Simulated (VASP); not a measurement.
Wanted: the native input for a VASP 6.6.1 run.

| Property | Result |
| --- | --- |
| Task | single point |
| Functional | PBEsol |
| Potentials or basis | VASP PAW PBE potentials, release 64 (Ir_sv_GW) |
| Cutoff | 560 eV |
| k mesh | 22 × 22 × 22 |
| Occupations | gaussian, width 0.15 eV |
| Spin | no spin polarisation |
| Dipole correction | no |
| Further INCAR settings | ALGO = Normal; EDIFF = 1e-06; NBANDS = 14 |

The structure of Ir lies in POSCAR:

```
Ir
1.0
    0.0000000000      1.8429120000      2.0732760000
    1.8429120000      0.0000000000      2.0732760000
    1.8429120000      1.8429120000      0.0000000000
Ir
1
Direct
    0.0000000000      0.0000000000      0.0000000000
```

This cell differs from its parent crystal: strain -0.040 along x and y, +0.080 along z.

The input as run:

INCAR

```
SYSTEM = Ir
ALGO     = Normal         ! electronic algorithm
EDIFF    = 1E-6           ! SCF threshold, eV
ENCUT    = 560            ! plane-wave cutoff, eV
GGA      = PS             ! functional
GGA_COMPAT= .FALSE.      
ISIF     = 2              ! what is computed and relaxed
ISMEAR   = 0              ! smearing method
LASPH    = .TRUE.         ! aspherical terms in the spheres
LCHARG   = .FALSE.        ! write CHGCAR
LREAL    = .FALSE.        ! projectors in reciprocal space
LWAVE    = .FALSE.        ! write WAVECAR
NBANDS   = 14             ! bands
NELM     = 120            ! most SCF steps
PREC     = Accurate       ! precision mode
SIGMA    = 0.15           ! smearing width, eV
```

KPOINTS

```
k-points
0
G
  22 22 22
  0 0 0
```

Potentials or basis: VASP PAW PBE potentials, release 64 (Ir_sv_GW).

The run is started by

```bash
$ cat potpaw_PBE.64/Ir_sv_GW/POTCAR > POTCAR
$ mpirun -np 1 vasp_std > vasp.out
```

Results of the run:

```json
{
  "Pressure": "0.9 GPa",
  "Band gap on the k mesh": "zero (an odd number of electrons rules out a gap without spin polarisation)"
}
```

Caveat: the cell differs from its parent crystal (strain -0.040 along x and y, +0.080 along z); the stress differs along the axes, from -29 to 16 GPa; the PAW data sets were made with another functional, which shifts forces and pressure a little; spin-orbit coupling is left out, which moves the levels of the heavy elements.

Run time: 92 s on 1 thread of Intel(R) Xeon(R) Platinum 8259CL CPU @ 2.50GHz (Skylake/Cascade Lake) (shared host), peak memory 0.3 GiB.
